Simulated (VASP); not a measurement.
# Sn (P6/mmm) in VASP: notebook

Sn is run at these levels: PBE+D3(BJ); tasks: single point, relaxation of cell and atoms.

Program: VASP 6.6.1. These are calculated values, not measurements. Logs are shortened: lines on timing, memory, paths and dates and some standing lists are left out, and cuts for length are marked.

## 1. The cell of the first run

The structure is hexagonal, space group P6/mmm (No. 191). The conventional cell has a = 5.283 Å, b = 5.283 Å, c = 2.893 Å, α = 90.00°, β = 90.00°, γ = 120.00°. Sn (site symmetry -6m2) has 5 Sn at 2.89 to 3.05 Å within 3.8 Å.

## 2. Single point, PBE+D3(BJ)

Input file INCAR:

```
ALGO = Normal ; EDIFF = 1E-6
ENCUT = 520 ; GGA = PE
ISIF = 2 ; ISMEAR = 0
IVDW = 12 ; LASPH = True
LCHARG = False ; LREAL = False
LWAVE = False ; NBANDS = 21
NELM = 60 ; PREC = Accurate
SIGMA = 0.1
```

Input file KPOINTS:

```
k-points
0
Gamma
  6 6 4
```

Input file POSCAR:

```
Sn
1.0
    5.2834682790      0.0000000000      0.0000000000
   -2.6417341395      4.5756177498      0.0000000000
    0.0000000000      0.0000000000      2.8926594486
Sn
2
Direct
    0.3333333333      0.6666666667      0.0000000000
    0.6666666667      0.3333333333      0.0000000000
```

Potentials or basis: VASP PAW PBE potentials, release 64 (Sn_d).

Run with:

```console
> cat potpaw_PBE.64/Sn_d/POTCAR > POTCAR
> mpirun -np 1 vasp_std > vasp.out
```

OUTCAR:

```text
EDIFF = 1E-6
   ENCUT = 520
   GGA = PE
   ISIF = 2
   ISMEAR = 0
   IVDW = 12
   LASPH = True
   LREAL = False
   NELM = 60
   PREC = Accurate
 IVDW          = 12

 ion  position               nearest neighbor table
   1  0.333  0.667  0.000-   2 3.05   2 3.05   2 3.05
   2  0.667  0.333  0.000-   1 3.05   1 3.05   1 3.05

  LATTYP: Found a hexagonal cell.
 ALAT       =     5.2834682790
 C/A-ratio  =     0.5474925363

  Lattice vectors:

 A1 = (   5.2834682790,   0.0000000000,   0.0000000000)
 A2 = (  -2.6417341395,   4.5756177498,   0.0000000000)
 A3 = (   0.0000000000,   0.0000000000,   2.8926594486)

Analysis of symmetry for initial positions (statically):
=====================================================================
 Subroutine PRICEL returns:
 Original cell was already a primitive cell.

 Routine SETGRP: Setting up the symmetry group for a
 hexagonal supercell.

 Subroutine GETGRP returns: Found 24 space group operations
 (whereof 24 operations were pure point group operations)
 out of a pool of 24 trial point group operations.

The static configuration has the point symmetry D_6h.

Analysis of symmetry for dynamics (positions and initial velocities):
=====================================================================
 Subroutine PRICEL returns:
 Original cell was already a primitive cell.

 Routine SETGRP: Setting up the symmetry group for a
 hexagonal supercell.

 Subroutine GETGRP returns: Found 24 space group operations
 (whereof 24 operations were pure point group operations)
 out of a pool of 24 trial point group operations.

The dynamic configuration has the point symmetry D_6h.

 Subroutine INISYM returns: Found 24 space group operations
 (whereof 24 operations are pure point group operations),
 and found     1 'primitive' translations

----------------------------------------------------------------------------------------

                                     Primitive cell

  volume of cell :      69.9304

  direct lattice vectors                    reciprocal lattice vectors
     5.283468279  0.000000000  0.000000000     0.189269614  0.109274862  0.000000000
    -2.641734140  4.575617750  0.000000000     0.000000000  0.218549725  0.000000000
     0.000000000  0.000000000  2.892659449     0.000000000  0.000000000  0.345702637

  length of vectors
     5.283468279  5.283468279  2.892659449     0.218549725  0.218549725  0.345702637

  position of ions in fractional coordinates (direct lattice)
     0.333333333  0.666666667  0.000000000
     0.666666667  0.333333333  0.000000000

  ion indices of the primitive-cell ions
   primitive index   ion index
                 1           1
                 2           2

----------------------------------------------------------------------------------------

 KPOINTS: k-points

Automatic generation of k-mesh.
 Grid dimensions read from file:
 generate k-points for:    6    6    4

 Generating k-lattice:

  Cartesian coordinates                     Fractional coordinates (reciprocal lattice)
     0.031544936  0.018212477  0.000000000     0.166666667  0.000000000  0.000000000
     0.000000000  0.036424954  0.000000000     0.000000000  0.166666667  0.000000000
     0.000000000  0.000000000  0.086425659     0.000000000  0.000000000  0.250000000

  Length of vectors
     0.036424954  0.036424954  0.086425659

  Shift w.r.t. Gamma in fractional coordinates (k-lattice)
     0.000000000  0.000000000  0.000000000

 Subroutine IBZKPT returns following result:
 ===========================================

 Found     21 irreducible k-points:

 Following reciprocal coordinates:
            Coordinates               Weight
  0.000000  0.000000  0.000000      1.000000
  0.166667 -0.000000  0.000000      6.000000
  0.333333 -0.000000  0.000000      6.000000
  0.500000 -0.000000  0.000000      3.000000
  0.166667  0.166667  0.000000      6.000000
  0.333333  0.166667  0.000000     12.000000
[... 13 lines left out ...]
  0.333333  0.166667  0.500000     12.000000
  0.333333  0.333333  0.500000      2.000000
   k-points           NKPTS =     21   k-points in BZ     NKDIM =     21   number of bands    NBANDS=     21
   number of dos      NEDOS =    301   number of ions     NIONS =      2
   total plane-waves  NPLWV =  38400
   dimension x,y,z NGX =    40 NGY =   40 NGZ =   24
   dimension x,y,z NGXF=    80 NGYF=   80 NGZF=   48
   ions per type =               2
   NGX,Y,Z   is equivalent  to a cutoff of  12.59, 12.59, 13.79 a.u.
   NGXF,Y,Z  is equivalent  to a cutoff of  25.17, 25.17, 27.59 a.u.
 SYSTEM =  unknown system
   PREC   = accura    normal or accurate (medium, high low for compatibility)
   ISTART =      0    job   : 0-new  1-cont  2-samecut
   ICHARG =      2    charge: 1-file 2-atom 10-const
   ISPIN  =      1    spin polarized calculation?
   LNONCOLLINEAR =      F non collinear calculations
   LSORBIT =      F    spin-orbit coupling
   LASPH  =      T    aspherical Exc in radial PAW
   ENCUT  =  520.0 eV  38.22 Ry    6.18 a.u.   9.82  9.82  5.38*2*pi/ulx,y,z
   NELM   =     60;   NELMIN=  2; NELMDL= -5     # of ELM steps
   EDIFF  = 0.1E-05   stopping-criterion for ELM
   LREAL  =      F    real-space projection
   EDIFFG = 0.1E-04   stopping-criterion for IOM
   NSW    =      0    number of steps for IOM
   IBRION =     -1    ionic relax: 0-MD 1-quasi-New 2-CG
   NFREE  =      0    steps in history (QN), initial steepest desc. (CG)
   ISIF   =      2    stress and relaxation
   ISYM   =      2    0-nonsym 1-usesym 2-fastsym
   POTIM  = 0.5000    time-step for ionic-motion
   TEBEG  =    0.0;   TEEND  =   0.0 temperature during run
   PSTRESS=    0.0 pullay stress
   NELECT =      28.0000    total number of electrons
   NUPDOWN=      -1.0000    fix difference up-down
   EMIN   =  10.00;   EMAX   =-10.00  energy-range for DOS
   EFERMI =   0.00;   METHOD = LEGACY
   ISMEAR =     0;   SIGMA  =   0.10  broadening in eV -4-tet -1-fermi 0-gaus
   EFERMI_NEDOS =   21; number of points for ismear=-14 and -15
   IALGO  =     38    algorithm
   IMIX   =      4    mixing-type and parameters
     AMIX     =   0.40;   BMIX     =  1.00
     AMIX_MAG =   1.60;   BMIX_MAG =  1.00
  volume/ion in A,a.u.               =      34.97       235.96
  Fermi-wavevector in a.u.,A,eV,Ry     =   1.206624  2.280190 19.809302  1.455943
  Thomas-Fermi vector in A             =   2.342286
   LORBIT       =      0    0 simple, 1 ext, 2 COOP (PROOUT), +10 PAW based schemes
   GGA     = PE    functional components
   LHFCALC =     F    Hartree Fock is set to
   AEXX    =    0.0000 exact exchange contribution
   IVDW    =    12    specifies the selected vdW correction
   LEPSILON=     F    determine dielectric tensor
   LRPA    =     F    only Hartree local field effects (RPA)
 non-spin polarized calculation
 Gauss-broadening in eV      SIGMA  =   0.10
  energy-cutoff  :      520.00
  volume of cell :       69.93
 maximum number of plane-waves:      1916
 NGX is ok and might be reduce to    40
   NGX = 19   NGY = 19   NGZ = 11

 number of electron      27.9999998 magnetization

 Free energy of the ion-electron system (eV)
  ---------------------------------------------------
  ext. energy  EPLUGINS =         0.00000000
  ---------------------------------------------------
  free energy    TOTEN  =        -7.44155970 eV

  energy without entropy =       -7.43939385  energy(sigma->0) =       -7.44047678

 E-fermi :   5.5174     XC(G=0):  -8.8014

 val. band max:        5.2590269428   @ k =   0.3333  -0.0000   0.5000
 cond. band min:       5.6288190192   @ k =   0.1667  -0.0000   0.5000
 fundamental gap:      0.3697920764
 Fermi energy:         5.5173788781

 k-point     1 :       0.0000    0.0000    0.0000
  band No.  band energies     occupation
      1     -16.5146      2.00000
      2     -16.3975      2.00000
      3     -16.1662      2.00000
      4     -16.1662      2.00000
      5     -16.0590      2.00000
      6     -16.0590      2.00000
[... 13 lines left out ...]
     20      17.1394      0.00000
     21      17.8203      0.00000

 k-point     2 :       0.1667   -0.0000    0.0000
  band No.  band energies     occupation
      1     -16.5096      2.00000
      2     -16.4080      2.00000
      3     -16.1857      2.00000
      4     -16.1696      2.00000
      5     -16.0602      2.00000
      6     -16.0556      2.00000
[... 13 lines left out ...]
     20      16.1786      0.00000
     21      16.6656      0.00000

 k-point     3 :       0.3333   -0.0000    0.0000
  band No.  band energies     occupation
      1     -16.4957      2.00000
      2     -16.4321      2.00000
      3     -16.2137      2.00000
      4     -16.1753      2.00000
      5     -16.0626      2.00000
      6     -16.0475      2.00000
[... 13 lines left out ...]
     20      13.6794      0.00000
     21      15.7175      0.00000

 k-point     4 :       0.5000   -0.0000    0.0000
  band No.  band energies     occupation
      1     -16.4831      2.00000
      2     -16.4496      2.00000
      3     -16.2250      2.00000
      4     -16.1776      2.00000
      5     -16.0637      2.00000
      6     -16.0419      2.00000
[... 13 lines left out ...]
     20      15.1067      0.00000
     21      15.3240      0.00000

 k-point     5 :       0.1667    0.1667    0.0000
  band No.  band energies     occupation
      1     -16.5000      2.00000
      2     -16.4251      2.00000
      3     -16.2160      2.00000
      4     -16.1607      2.00000
      5     -16.0624      2.00000
      6     -16.0492      2.00000
[... 13 lines left out ...]
     20      15.6442      0.00000
     21      15.9719      0.00000
[... 310 lines left out ...]
     20      12.5307      0.00000
     21      14.4359      0.00000

 k-point    19 :       0.1667    0.1667    0.5000
  band No.  band energies     occupation
      1     -16.2798      2.00000
      2     -16.2596      2.00000
      3     -16.1901      2.00000
      4     -16.1894      2.00000
      5     -16.1690      2.00000
      6     -16.1551      2.00000
[... 13 lines left out ...]
     20      11.5032      0.00000
     21      12.2428      0.00000

 k-point    20 :       0.3333    0.1667    0.5000
  band No.  band energies     occupation
      1     -16.2839      2.00000
      2     -16.2454      2.00000
      3     -16.2129      2.00000
      4     -16.2048      2.00000
      5     -16.1651      2.00000
      6     -16.1553      2.00000
[... 13 lines left out ...]
     20      13.2499      0.00000
     21      13.3655      0.00000

 k-point    21 :       0.3333    0.3333    0.5000
  band No.  band energies     occupation
      1     -16.2864      2.00000
      2     -16.2254      2.00000
      3     -16.2252      2.00000
      4     -16.2252      2.00000
      5     -16.1627      2.00000
      6     -16.1210      2.00000
[... 13 lines left out ...]
     20      12.8046      0.00000
     21      12.9681      0.00000

------------------------ aborting loop because EDIFF is reached ----------------------------------------

 Edisp (eV)   -0.58111

 E8    (eV) :    -0.2773

  FORCE on cell =-STRESS in cart. coord.  units (eV):
  Direction    XX          YY          ZZ          XY          YZ          ZX
  --------------------------------------------------------------------------------------
  -------------------------------------------------------------------------------------
  Total      -0.01232    -0.01232     0.08620     0.00000     0.00000    -0.00000
  in kB      -0.28217    -0.28217     1.97488     0.00000     0.00000    -0.00000
  external pressure =        0.47 kB  Pullay stress =        0.00 kB

 VOLUME and BASIS-vectors are now :
 -----------------------------------------------------------------------------
  energy-cutoff  :      520.00
  volume of cell :       69.93
      direct lattice vectors                 reciprocal lattice vectors
     5.283468279  0.000000000  0.000000000     0.189269614  0.109274862  0.000000000
    -2.641734140  4.575617750  0.000000000     0.000000000  0.218549725  0.000000000
     0.000000000  0.000000000  2.892659449     0.000000000  0.000000000  0.345702637

 POSITION                                       TOTAL-FORCE (eV/Angst)
 -----------------------------------------------------------------------------------
     -0.00000      3.05041      0.00000        -0.000000      0.000000      0.000000
      2.64173      1.52521      0.00000         0.000000     -0.000000      0.000000
 -----------------------------------------------------------------------------------
    total drift:                                0.000000     -0.000000      0.000000

  FREE ENERGIE OF THE ION-ELECTRON SYSTEM (eV)
  ---------------------------------------------------
  free  energy   TOTEN  =        -8.0226706739 eV

  energy  without entropy=       -8.0205048254  energy(sigma->0) =       -8.02158775
```

Run time: 27 s. Hardware: 1 thread of AMD EPYC 7R43 (Zen 3), shared host; peak memory 0.16 GiB.

What came out:

* Free energy: -8.0227 eV
* Pressure: 0.0 GPa
* Band gap on the k mesh: zero (band 14 reaches 6.89 eV, above the bottom of band 15 at 4.48 eV)
* Dispersion energy per atom: -0.291 eV

Caveat: the k points lie up to 0.54 Å⁻¹ apart; spin-orbit coupling is left out, which moves the levels of the heavy elements; pairwise dispersion overbinds metals, which lowers pressure and volume.

## 3. Relaxation of cell and atoms, PBE+D3(BJ)

Input file INCAR:

```
SYSTEM = Sn
PREC = Accurate
ENCUT = 600
EDIFF = 1E-6
ISMEAR = 0
SIGMA = 0.1
LREAL = .False.
LASPH = .True.
NELM = 80
ALGO = Fast
ISIF = 3
LWAVE = .False.
LCHARG = .False.
GGA = PE
IVDW = 12
IBRION = 2
NSW = 80
EDIFFG = -0.01
```

Input file KPOINTS:

```
regular mesh
0
Gamma
  12 12 14
  0 0 0
```

POSCAR is that of step 2.

Potentials or basis: VASP PAW PBE potentials, release 64 (Sn_d).

Run with:

```console
> cat potpaw_PBE.64/Sn_d/POTCAR > POTCAR
> mpirun -np 1 vasp_std > vasp.out
```

Wall time 7.5 min (1 thread of Intel Xeon 6975P-C (Granite Rapids), shared host); peak memory 0.35 GiB.

Results (log left out):

```
Free energy                            : -7.9527 eV
Relaxed volume                         : 34.23 Å³/atom
Relaxed cell                           : a = 5.051 Å, b = 5.051 Å, c = 3.098 Å, α = 90.00°, β = 90.00°, γ = 120.00°
Space group after relaxing (to 0.05 Å) : P6/mmm (No. 191)
Energy gained by relaxing              : 59.9 meV/atom
Ionic steps                            : 8
Pressure after relaxing                : 0.0 GPa
Band gap on the k mesh                 : zero (band 14 reaches 7.48 eV, above the bottom of band 15 at 3.69 eV)
Dispersion energy per atom             : -0.300 eV
```

The path:
```tsv
step	energy change (eV)	largest force (eV/Å)	pressure (GPa)	volume (Å³)
1	0.0000	0.0000	0.36	69.93
2	-0.1065	0.0000	-1.03	70.55
3	-0.1101	0.0000	-1.22	70.71
4	-0.1109	0.0000	-1.17	70.65
5	-0.1193	0.0000	0.25	67.99
6	-0.1197	0.0000	0.00	68.45
7	-0.1197	0.0000	-0.07	68.50
8	-0.1198	0.0000	-0.04	68.46
```

Final structure:
```
Sn
1.0
     5.05143    0.00000    0.00000
    -2.52571    4.37467    0.00000
     0.00000    0.00000    3.09795
Sn
2
Direct
  0.33333 0.66667 0.00000
  0.66667 0.33333 0.00000
```

Levels at points of the mesh, in eV from the Fermi level:
```
           k point  band 12  band 13  band 14  band 15  band 16  band 17
(0.00, 0.00, 0.00)    -4.34    -2.01    -2.01     1.54     1.54     4.52
(0.50, 0.00, 0.00)    -7.67    -2.95    -1.02     4.59     5.13     6.16
(0.00, 0.00, 0.50)    -4.17    -0.80     0.24     0.24     0.33     4.18
(0.50, 0.00, 0.50)    -4.77    -3.04    -1.79    -0.68     1.95     4.64
```

Caveat: spin-orbit coupling is left out, which moves the levels of the heavy elements; pairwise dispersion overbinds metals, which lowers pressure and volume.

## 4. Single point, PBE+D3(BJ)

This run uses another cell than the first one, of 30.04 Å³/atom, 0.859 times its volume.

Input file INCAR:

```
PREC = Accurate ; ENCUT = 500
EDIFF = 1E-6 ; ISMEAR = 0
SIGMA = 0.1 ; LREAL = False
LASPH = True ; NELM = 120
ALGO = Normal ; ISIF = 2
LWAVE = False ; LCHARG = False
GGA = PE ; IVDW = 12
NBANDS = 21 ; GGA_COMPAT = False
```

Input file KPOINTS:

```
Automatic mesh
0
Gamma
  6 6 4
```

Input file POSCAR:

```
Sn
1.0
    3.6323590069      0.0000000000      0.0000000000
   -1.8161795034      3.1457151756      0.0000000000
    0.0000000000      0.0000000000      5.2574241440
Sn
2
Direct
    0.3333333333      0.6666666667      0.0000000000
    0.6666666667      0.3333333333      0.0000000000
```

Run with:

```console
> cat potpaw_PBE.64/Sn_d/POTCAR > POTCAR
> mpirun -np 1 vasp_std > vasp.out
```

Wall time 20 s (1 thread of Intel Xeon Platinum 8259CL at 2.50GHz (Skylake/Cascade Lake), shared host); peak memory 0.19 GiB.

Results (log left out):

- Free energy: 3.7464 eV
- Pressure: 96.2 GPa
- Band gap on the k mesh: zero (band 14 reaches 7.82 eV, above the bottom of band 15 at 6.52 eV)
- Dispersion energy per atom: -0.331 eV

Stress tensor (GPa, compression positive):
```
145.42   0.00   0.00
  0.00 145.42   0.00
  0.00   0.00  -2.10
```

Levels at points of the mesh, in eV from the Fermi level:
```
           k point  band 11  band 12  band 13  band 14  band 15  band 16  band 17  band 18
(0.00, 0.00, 0.00)   -14.21    -4.98     0.53     0.53     1.26     5.01     5.01     5.42
(0.50, 0.00, 0.00)   -10.66    -9.41    -3.30    -1.61     0.97     2.49     4.65     4.85
(0.00, 0.00, 0.50)   -14.16    -5.61     0.57     0.57     4.80     5.09     5.09     5.62
(0.50, 0.00, 0.50)   -10.61    -9.37    -3.27    -2.24     0.03     2.63     6.33     8.23
```

Caveat: spin-orbit coupling is left out, which moves the levels of the heavy elements; pairwise dispersion overbinds metals, which lowers pressure and volume.

## 5. Summary

```csv
task,cell,k mesh,cutoff (eV),gap on the mesh (eV),pressure (GPa)
single point,"a = 5.283, b = 5.283, c = 2.893 Å, angles 90.0, 90.0, 120.0°, 2 atoms",6 × 6 × 4,520,none,0.0
relaxation of cell and atoms,"relaxed from a = 5.283, b = 5.283, c = 2.893 Å, angles 90.0, 90.0, 120.0°, 2 atoms",12 × 12 × 14,600,none,0.0
single point,"a = 3.632, b = 3.632, c = 5.257 Å, angles 90.0, 90.0, 120.0°, 2 atoms",6 × 6 × 4,500,none,96.2
```

Alike in all rows: level PBE+D3(BJ); potentials or basis VASP PAW PBE potentials, release 64 (Sn_d); no spin polarisation; smearing gaussian 0.1 eV.

Caveats: some runs use coarse meshes; spin-orbit coupling is left out, which moves the levels of the heavy elements; pairwise dispersion overbinds metals, which lowers pressure and volume.

Total energies depend on the potentials used, so only differences within one code and one set of settings carry meaning.
